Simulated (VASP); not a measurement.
# NbTe (P-6m2) in VASP: a series of runs, part 2 of 2

VASP 6.6.1. The steps go on from the part before.

### 4 Single point, LDA

This run uses another cell than the first one, of 22.37 Å³/atom, 1.041 times its volume.

Input file INCAR:

```
SYSTEM = NbTe
PREC = Accurate ; ENCUT = 520
EDIFF = 1E-6 ; ISMEAR = -1
SIGMA = 0.05 ; LREAL = .False.
LASPH = .True. ; NELM = 60
ALGO = Normal ; ISIF = 2
LWAVE = .False. ; LCHARG = .True.
LELF = .True. ; LVHAR = .True.
NBANDS = 16
```

Input file KPOINTS:

```
Automatic mesh
0
Gamma
  8 8 7
  0 0 0
```

Input file POSCAR:

```
NbTe
1.0
    3.7274981105      0.0000000000      0.0000000000
   -1.8637490552      3.2281080563      0.0000000000
    0.0000000000      0.0000000000      3.7186766865
Te Nb
1 1
Direct
    0.6666666667      0.3333333333      0.0000000000
    0.0000000000      0.0000000000      0.5000000000
```

Potentials or basis: VASP PAW LDA potentials, release 64 (Te, Nb_sv).

On the command line:

```
> cat potpaw_LDA.64/Te/POTCAR potpaw_LDA.64/Nb_sv/POTCAR > POTCAR
> mpirun -np 1 vasp_std > vasp.out
```

OUTCAR:

```text
SYSTEM = NbTe
   PREC = Accurate
   ENCUT = 520
   EDIFF = 1E-6
   ISMEAR = -1
   LREAL = .False.
   LASPH = .True.
   NELM = 60
   ISIF = 2

 ion  position               nearest neighbor table
   1  0.667  0.333  0.000-   2 2.84   2 2.84   2 2.84   2 2.84   2 2.84   2 2.84
   2  0.000  0.000  0.500-   1 2.84   1 2.84   1 2.84   1 2.84   1 2.84   1 2.84

  LATTYP: Found a hexagonal cell.
 ALAT       =     3.7274981105
 C/A-ratio  =     0.9976334196

  Lattice vectors:

 A1 = (   3.7274981105,   0.0000000000,   0.0000000000)
 A2 = (  -1.8637490552,   3.2281080563,   0.0000000000)
 A3 = (   0.0000000000,   0.0000000000,   3.7186766865)

Analysis of symmetry for initial positions (statically):
=====================================================================
 Subroutine PRICEL returns:
 Original cell was already a primitive cell.

 Routine SETGRP: Setting up the symmetry group for a
 hexagonal supercell.

 Subroutine GETGRP returns: Found 12 space group operations
 (whereof 12 operations were pure point group operations)
 out of a pool of 24 trial point group operations.

The static configuration has the point symmetry D_3h.

Analysis of symmetry for dynamics (positions and initial velocities):
[... 156 lines left out ...]

  energy without entropy =      -15.40337558  energy(sigma->0) =      -15.40923973

 E-fermi :  10.5938     XC(G=0): -11.3568

 val. band max:       10.5892890366   @ k =   0.1250   0.0000   0.2857
 cond. band min:      10.6450116129   @ k =   0.2500   0.1250   0.2857
 fundamental gap:      0.0557225763
 Fermi energy:        10.5937784234

 k-point     1 :       0.0000    0.0000    0.0000
  band No.  band energies     occupation
      1     -44.7054      2.00000
      2     -21.0517      2.00000
      3     -20.8619      2.00000
      4     -20.8619      2.00000
      5      -3.5358      2.00000
      6       7.4964      2.00000
[... 433 lines left out ...]
      3     -20.9572      2.00000
      4     -20.8795      2.00000
      5      -1.9367      2.00000
      6       4.4838      2.00000
[... 8 lines left out ...]
     15      16.7795      0.00000
     16      19.0691      0.00000

 [... further k-points ...]
[... 5 lines left out ...]
  --------------------------------------------------------------------------------------
  -------------------------------------------------------------------------------------
  Total       -2.5336584     -2.5336584     -2.9132906     -0.0000000     -0.0000000     -0.0000000
  in kB      -90.7203537    -90.7203537   -104.3134896     -0.0000000     -0.0000000     -0.0000000
  external PRESSURE =     -95.2513990 kB  Pullay stress =       0.0000000 kB

 VOLUME and BASIS-vectors are now :
 -----------------------------------------------------------------------------
  energy-cutoff  :      520.00
  volume of cell :       44.75
      direct lattice vectors                 reciprocal lattice vectors
     3.727498111  0.000000000  0.000000000     0.268276461  0.154889487  0.000000000
    -1.863749055  3.228108056  0.000000000     0.000000000  0.309778973  0.000000000
     0.000000000  0.000000000  3.718676686     0.000000000  0.000000000  0.268912865

 POSITION                                       TOTAL-FORCE (eV/Angst)
 -----------------------------------------------------------------------------------
      1.86375      1.07604      0.00000        -0.000000      0.000000      0.000000
      0.00000      0.00000      1.85934         0.000000      0.000000      0.000000
 -----------------------------------------------------------------------------------
    total drift:                               -0.000000      0.000000      0.000000

  FREE ENERGIE OF THE ION-ELECTRON SYSTEM (eV)
  ---------------------------------------------------
  free  energy   TOTEN  =       -15.4151038887 eV

  energy  without entropy=      -15.4033755803  energy(sigma->0) =      -15.40923973
```

OSZICAR:

```text
N       E                     dE             d eps       ncg     rms          rms(c)
DAV:   1     0.157730337981E+03    0.15773E+03   -0.95121E+03  1280   0.109E+03
DAV:   2    -0.449752878503E+01   -0.16223E+03   -0.15806E+03  1648   0.391E+02
DAV:   3    -0.156173602900E+02   -0.11120E+02   -0.10968E+02  2384   0.733E+01
DAV:   4    -0.158856767459E+02   -0.26832E+00   -0.26791E+00  1544   0.112E+01
DAV:   5    -0.158987841180E+02   -0.13107E-01   -0.13102E-01  2112   0.261E+00    0.688E+00
DAV:   6    -0.154538731038E+02    0.44491E+00   -0.14729E+00  2040   0.106E+01    0.293E+00
DAV:   7    -0.154253839191E+02    0.28489E-01   -0.81139E-02  1504   0.211E+00    0.155E+00
DAV:   8    -0.154153414355E+02    0.10042E-01   -0.21135E-02  1920   0.845E-01    0.219E-01
DAV:   9    -0.154151521444E+02    0.18929E-03   -0.17845E-03  1832   0.313E-01    0.137E-01
DAV:  10    -0.154151085938E+02    0.43551E-04   -0.26172E-04  1824   0.178E-01    0.225E-02
DAV:  11    -0.154151038698E+02    0.47241E-05   -0.26988E-05  1896   0.558E-02    0.156E-02
DAV:  12    -0.154151038887E+02   -0.18898E-07   -0.87107E-07  1248   0.913E-03
   1 F= -.15415104E+02 E0= -.15409240E+02  d E =-.117283E-01
```

It took 10 s on 1 thread of Intel Xeon 6975P-C (Granite Rapids), shared host; peak memory 0.15 GiB.

Results:

* Free energy: -15.4151 eV
* Pressure: -9.5 GPa

Levels at points of the mesh, in eV from the Fermi level:
```csv
k point,band 7,band 8,band 9,band 10,band 11,band 12,band 13,band 14
"(0.00, 0.00, 0.00)",-3.10,-2.90,-2.33,0.13,0.13,2.35,2.35,2.67
"(0.50, 0.00, 0.00)",-3.77,-2.57,-2.54,-0.19,1.19,1.42,2.94,3.73
```

Caveat: spin-orbit coupling is left out, which moves the levels of the heavy elements.

### 5 Single point, r2SCAN

This run uses another cell than the first one, of 20.62 Å³/atom, 0.959 times its volume.

Input file POSCAR:

```
NbTe
1.0
    3.6273822700      0.0000000000      0.0000000000
   -1.8136911350      3.1414051951      0.0000000000
    0.0000000000      0.0000000000      3.6187977783
Te Nb
1 1
Direct
    0.6666666667      0.3333333333      0.0000000000
    0.0000000000      0.0000000000      0.5000000000
```

Input file INCAR.step1:

```
PREC = Accurate ; ENCUT = 520
ISMEAR = -1 ; SIGMA = 0.05
LREAL = F ; LASPH = T
NELM = 80 ; NBANDS = 16
GGA = PE ; ALGO = Normal
EDIFF = 1E-4 ; LWAVE = T
LCHARG = F
```

Input file INCAR.step2:

```
PREC = Accurate ; ENCUT = 520
EDIFF = 1E-7 ; ISMEAR = -1
SIGMA = 0.05 ; LREAL = F
LASPH = T ; NELM = 80
ALGO = Normal ; ISIF = 2
LWAVE = F ; LCHARG = T
METAGGA = R2SCAN ; LMIXTAU = T
LELF = T ; LVHAR = T
NBANDS = 16 ; ISTART = 1
```

Input file KPOINTS:

```
regular mesh
0
Gamma
  8 8 7
```

Potentials or basis: VASP PAW PBE potentials, release 64 (Te, Nb_sv).

On the command line:

```
> cat potpaw_PBE.64/Te/POTCAR potpaw_PBE.64/Nb_sv/POTCAR > POTCAR
> cp INCAR.step1 INCAR
> mpirun -np 1 vasp_std > vasp.out
> cp INCAR.step2 INCAR
> mpirun -np 1 vasp_std > vasp.out
```

OUTCAR:

```text
PREC = Accurate
   ENCUT = 520
   EDIFF = 1E-7
   ISMEAR = -1
   LREAL = F
   LASPH = T
   NELM = 80
   ISIF = 2
   METAGGA = R2SCAN
   ISTART = 1

 ion  position               nearest neighbor table
   1  0.667  0.333  0.000-   2 2.77   2 2.77   2 2.77   2 2.77   2 2.77   2 2.77
   2  0.000  0.000  0.500-   1 2.77   1 2.77   1 2.77   1 2.77   1 2.77   1 2.77

  LATTYP: Found a hexagonal cell.
 ALAT       =     3.6273822700
 C/A-ratio  =     0.9976334196

  Lattice vectors:

 A1 = (   3.6273822700,   0.0000000000,   0.0000000000)
 A2 = (  -1.8136911350,   3.1414051951,   0.0000000000)
 A3 = (   0.0000000000,   0.0000000000,   3.6187977783)

Analysis of symmetry for initial positions (statically):
=====================================================================
 Subroutine PRICEL returns:
 Original cell was already a primitive cell.

 Routine SETGRP: Setting up the symmetry group for a
 hexagonal supercell.

 Subroutine GETGRP returns: Found 12 space group operations
 (whereof 12 operations were pure point group operations)
 out of a pool of 24 trial point group operations.

The static configuration has the point symmetry D_3h.

[... 160 lines left out ...]
 E-fermi :  12.0286     XC(G=0): -12.3383

 val. band max:       11.9383432430   @ k =   0.2500   0.0000   0.0000
 cond. band min:      12.0675475589   @ k =   0.2500   0.1250   0.2857
 fundamental gap:      0.1292043159
 Fermi energy:        12.0286405253

 k-point     1 :       0.0000    0.0000    0.0000
  band No.  band energies     occupation
      1     -45.3920      2.00000
      2     -20.9214      2.00000
      3     -20.7031      2.00000
      4     -20.7031      2.00000
      5      -3.3246      2.00000
      6       8.4475      2.00000
[... 433 lines left out ...]
      3     -20.8475      2.00000
      4     -20.7288      2.00000
      5      -1.3665      2.00000
      6       5.0897      2.00000
[... 8 lines left out ...]
     15      18.9712      0.00000
     16      21.4348      0.00000

 [... further k-points ...]

------------------------ aborting loop because EDIFF is reached ----------------------------------------

  FORCE on cell =-STRESS in cart. coord.  units (eV):
  Direction    XX          YY          ZZ          XY          YZ          ZX
  --------------------------------------------------------------------------------------
  -------------------------------------------------------------------------------------
  Total        1.6189253      1.6189253      2.1519549      0.0000000     -0.0000000      0.0000000
  in kB       62.9007475     62.9007475     83.6107543      0.0000000     -0.0000000      0.0000000
  external PRESSURE =      69.8040831 kB  Pullay stress =       0.0000000 kB

 VOLUME and BASIS-vectors are now :
 -----------------------------------------------------------------------------
  energy-cutoff  :      520.00
  volume of cell :       41.24
      direct lattice vectors                 reciprocal lattice vectors
     3.627382270  0.000000000  0.000000000     0.275680898  0.159164440  0.000000000
    -1.813691135  3.141405195  0.000000000     0.000000000  0.318328881  0.000000000
     0.000000000  0.000000000  3.618797778     0.000000000  0.000000000  0.276334866

 POSITION                                       TOTAL-FORCE (eV/Angst)
 -----------------------------------------------------------------------------------
      1.81369      1.04714      0.00000        -0.000000      0.000000      0.000000
      0.00000      0.00000      1.80940         0.000000     -0.000000      0.000000
 -----------------------------------------------------------------------------------
    total drift:                               -0.000000      0.000000     -0.000000

  FREE ENERGIE OF THE ION-ELECTRON SYSTEM (eV)
  ---------------------------------------------------
  free  energy   TOTEN  =       -50.6292224862 eV

  energy  without entropy=      -50.6196759836  energy(sigma->0) =      -50.62444923
```

Wall time 54 s (1 thread of Intel Xeon 6975P-C (Granite Rapids), shared host); peak memory 0.18 GiB.

Results:

| Item | Value |
| --- | --- |
| Free energy | -50.6292 eV |
| Pressure | 7.0 GPa |

Stress tensor (GPa, compression positive):
```
6.29 0.00 0.00
0.00 6.29 0.00
0.00 0.00 8.36
```

Levels at points of the mesh, in eV from the Fermi level:
```
           k point  band 8  band 9  band 10  band 11  band 12  band 13
(0.00, 0.00, 0.00)   -3.39   -2.59     0.10     0.10     2.79     2.79
(0.50, 0.00, 0.00)   -3.01   -2.91    -0.27     1.41     1.79     3.38
```

Caveat: the PAW data sets were made with another functional, which shifts forces and pressure a little; spin-orbit coupling is left out, which moves the levels of the heavy elements.

### 6 Summary

| level | potentials or basis | cell | gap on the mesh (eV) | pressure (GPa) |
| --- | --- | --- | --- | --- |
| LDA | VASP PAW LDA potentials, release 64 (Te, Nb_sv) | a = 3.678, b = 3.678, c = 3.669 Å, angles 90.0, 90.0, 120.0°, 2 atoms | none | -5.3 |
| LDA | VASP PAW LDA potentials, release 64 (Te, Nb_sv) | a = 3.703, b = 3.703, c = 3.694 Å, angles 90.0, 90.0, 120.0°, 2 atoms | none | -7.5 |
| LDA | VASP PAW LDA potentials, release 64 (Te, Nb_sv) | a = 3.727, b = 3.727, c = 3.719 Å, angles 90.0, 90.0, 120.0°, 2 atoms | none | -9.5 |
| r2SCAN | VASP PAW PBE potentials, release 64 (Te, Nb_sv) | a = 3.627, b = 3.627, c = 3.619 Å, angles 90.0, 90.0, 120.0°, 2 atoms | none | 7.0 |

Alike in all rows: task single point; no spin polarisation; k mesh 8 × 8 × 7; cutoff (eV) 520; smearing fermi-dirac 0.05 eV.

Caveats: spin-orbit coupling is left out, which moves the levels of the heavy elements; the PAW data sets were made with another functional, which shifts forces and pressure a little (some runs).

Absolute energies hang on the potentials; compare differences alone.
